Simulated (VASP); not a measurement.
Mo:

```
CELL_PARAMETERS angstrom
-1.57100 1.57100 1.57100
1.57100 -1.57100 1.57100
1.57100 1.57100 -1.57100
ATOMIC_POSITIONS crystal
Mo 0.00000 0.00000 0.00000
```

Base run:

| Quantity | Value |
| --- | --- |
| Program | VASP 6.6.1 |
| Functional | PBEsol |
| Potentials or basis | VASP PAW PBE potentials, release 64 (Mo_sv) |
| Cutoff | 520 eV |
| k mesh | 16 × 16 × 16 |
| Occupations | fermi-dirac, width 0.05 eV |
| Spin | no spin polarisation |

Its results: band gap on the k mesh zero (bands 7 and 8 overlap by 5.44 eV); pressure -2.9 GPa.

Question: The run is repeated on the same cell with these changes: functional from PBEsol to PBE; further incar settings from ALGO = Normal; EDIFF = 1e-08; NBANDS = 13 to ALGO = Normal; EDIFF = 1e-06; NBANDS = 13. What comes out?

Answer: Band gap on the k mesh zero (bands 7 and 8 overlap by 5.41 eV); pressure 5.2 GPa.

Caveats: the PAW data sets were made with another functional, which shifts forces and pressure a little (at least some runs); the cell stands under pressure (at least some runs).
